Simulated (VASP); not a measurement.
Wanted: the native input for a VASP 6.6.1 run.

* Task: single point
* Functional: HSE06
* Potentials or basis: VASP PAW PBE potentials, release 64 (O, Zn, Mg)
* Cutoff: 520 eV
* k mesh: 1 × 1 × 1
* Occupations: fermi-dirac, width 0.05 eV
* Spin: no spin polarisation
* Dipole correction: no
* Grid for exact exchange (PRECFOCK): Fast
* Further INCAR settings: LREAL = Auto; ALGO = Normal; EDIFF = 1e-06; NBANDS = 346
* Share of exact exchange: 0.25
* Screening parameter: 0.2079 1/Å

Mg15ZnO16:

```
O Zn Mg
1.0
     0.00000    8.43501    8.43501
     8.43501    0.00000    8.43501
     8.43501    8.43501    0.00000
O Zn Mg
64 4 60
Cartesian
  2.1370 4.2198 4.2183
  2.1113 8.4359 8.4361
  6.3292 4.2164 4.2181
  6.3284 4.2180 8.4330
  6.3261 8.4095 4.2177
  6.3527 8.4349 8.4373
  6.3272 8.4369 12.6526
  6.3277 12.6529 8.4373
  10.5459 4.2205 8.4342
  10.5460 8.4341 4.2198
  10.5456 8.4340 8.4346
  10.5450 8.4361 12.6503
  10.5458 12.6512 8.4363
  10.5435 12.6530 12.6531
  14.7369 8.4339 8.4338
  14.7419 12.6729 12.6527
  4.2210 2.1090 4.2192
  4.2205 6.3249 4.2174
  4.2195 6.3017 8.4353
  4.2196 10.5689 8.4372
  8.4373 2.1329 8.4336
  8.4366 6.3237 4.2182
  8.4374 6.3284 8.4345
  8.4381 6.3520 12.6524
  8.4560 10.5248 4.2193
  8.4383 10.5430 8.4371
  8.4350 10.5462 12.6519
  8.4350 14.7379 8.4365
  12.6539 6.3275 8.4350
  12.6526 10.5429 8.4337
  12.6282 10.5432 12.6512
  12.6532 14.7618 12.6534
  4.2203 4.2185 2.1086
  4.2205 4.2158 6.3266
  4.2208 8.4369 6.3012
  4.2209 8.4364 10.5695
  8.4370 4.2187 6.3239
  8.4362 4.2169 10.5230
  8.4352 8.4376 2.1356
  8.4354 8.4360 6.3260
  8.4378 8.4361 10.5421
  8.4349 8.4359 14.7376
  8.4369 12.6526 6.3487
  8.4367 12.6516 10.5464
  12.6534 8.4349 6.3275
  12.6545 8.4359 10.5442
  12.6551 12.6498 10.5459
  12.6550 12.6523 14.7600
  2.1105 2.1086 2.1085
  2.1100 6.3291 6.3281
  6.3299 2.1069 6.3262
  6.3291 6.3273 2.1074
  6.3265 6.3273 6.3279
  6.3287 6.3269 10.5439
  6.3272 10.5432 6.3516
  6.3269 10.5427 10.5442
  10.5451 6.3272 6.3265
  10.5446 6.3252 10.5453
  10.5444 10.5446 6.3247
  10.5442 10.5437 10.5429
  10.5448 10.5408 14.7646
  10.5452 14.7647 10.5420
  14.7648 10.5419 10.5185
  14.7657 14.7621 14.7618
  16.8564 8.4359 8.4340
  8.4396 4.2207 12.6506
  4.2344 8.4360 8.4355
  6.3251 10.5399 4.2174
  12.6528 8.4342 4.2276
  12.6554 4.2275 8.4353
  4.2293 4.2179 4.2174
  12.6540 12.6423 8.4364
  12.6559 8.4364 12.6431
  8.4372 12.6536 12.6526
  8.4372 4.2277 8.4252
  8.4350 8.4272 4.2282
  8.4470 8.4360 8.4347
  8.4374 8.4445 12.6427
  8.4367 12.6433 8.4454
  12.6448 8.4350 8.4356
  12.6466 12.6500 12.6528
  2.1100 10.5405 8.4359
  2.1180 2.1113 4.2174
  2.1088 6.3255 4.2193
  2.1105 6.3317 8.4356
  6.3263 10.5427 12.6531
  6.3312 2.1086 8.4243
  6.3299 14.7621 8.4349
  6.3277 6.3168 4.2177
  6.3253 6.3275 8.4364
  6.3309 6.3349 12.6525
  6.3250 10.5434 8.4454
  10.5452 14.7623 12.6521
  10.5453 6.3252 8.4348
  10.5448 10.5459 8.4342
  10.5361 10.5422 12.6536
  2.1103 8.4364 10.5409
  2.1093 4.2168 2.1109
  2.1086 4.2188 6.3244
  2.1110 8.4354 6.3312
  6.3306 8.4336 14.7627
  6.3272 12.6534 10.5416
  6.3274 4.2187 6.3279
  14.7661 12.6490 10.5490
  6.3303 8.4371 2.1101
  6.3248 8.4372 6.3252
  6.3247 8.4349 10.5432
  6.3317 12.6498 6.3213
  10.5468 12.6521 14.7620
  10.5449 8.4360 6.3241
  10.5454 8.4346 10.5461
  10.5469 12.6533 10.5435
  8.4341 10.5431 2.1121
  0.0020 6.3265 6.3271
  4.2178 10.5422 10.5412
  4.2181 2.1098 6.3262
  4.2194 6.3260 2.1105
  4.2183 6.3283 6.3285
  4.2191 6.3282 10.5424
  4.2213 10.5425 6.3277
  8.4379 10.5414 14.7647
  8.4371 14.7654 10.5404
  8.4360 6.3272 6.3263
  8.4365 6.3245 10.5460
  8.4329 10.5482 6.3203
  8.4369 10.5444 10.5425
  12.6552 14.7600 14.7604
  12.6564 10.5438 10.5464
```

The input as run:

POSCAR

```
Mg15ZnO16
1.0
    0.0000000000      8.4350110000      8.4350110000
    8.4350110000      0.0000000000      8.4350110000
    8.4350110000      8.4350110000      0.0000000000
O Zn Mg
64 4 60
Direct
    0.3735120000      0.1265880000      0.1267640000
    0.8749670000      0.1251610000      0.1251380000
    0.1247920000      0.3752730000      0.3750730000
    0.3747800000      0.6249760000      0.1252830000
    0.3735110000      0.1265140000      0.6234640000
    0.6235610000      0.3767090000      0.3764240000
[... 120 lines left out ...]
    0.9997140000      0.7501870000      0.7501370000
    0.4999250000      0.7503860000      0.7500740000
```

INCAR.step1

```
ALGO = Normal ; EDIFF = 1E-5
ENCUT = 520 ; GGA = PE
ISIF = 2 ; ISMEAR = -1
LASPH = True ; LCHARG = False
LREAL = Auto ; LUSENCCL = False
LWAVE = True ; NBANDS = 346
NELM = 60 ; PREC = Accurate
SIGMA = 0.05
```

INCAR.step2

```
ALGO = Normal ; EDIFF = 1E-6
ENCUT = 520 ; GGA = PE
HFSCREEN = 0.2079 ; ISIF = 2
ISMEAR = -1 ; ISTART = 1
LASPH = True ; LCHARG = False
LHFCALC = True ; LREAL = Auto
LUSENCCL = False ; LWAVE = False
NBANDS = 346 ; NELM = 60
PREC = Accurate ; PRECFOCK = Fast
SIGMA = 0.05
```

KPOINTS

```
k-points
0
Gamma
  1 1 1
```

Potentials or basis: VASP PAW PBE potentials, release 64 (O, Zn, Mg).

Launch:

```console
$ cat potpaw_PBE.64/O/POTCAR potpaw_PBE.64/Zn/POTCAR potpaw_PBE.64/Mg/POTCAR > POTCAR
$ cp INCAR.step1 INCAR
$ mpirun -np 1 vasp_gam > vasp.out
$ cp INCAR.step2 INCAR
$ mpirun -np 1 vasp_gam > vasp.out
```

It gave:

| Quantity | Value |
| --- | --- |
| Pressure | -1.5 GPa |
| Largest force | 0.115 eV/Å |
| Band gap on the k mesh | 5.89 eV |

Caveat: the k points lie up to 0.65 Å⁻¹ apart; the PAW data sets were made with another functional, which shifts forces and pressure a little.

It took 14 min on 1 × NVIDIA H100 80GB with 1 thread of AMD EPYC 7R13 Processor (Zen 3), with other jobs on the host, peak memory 2 GiB.
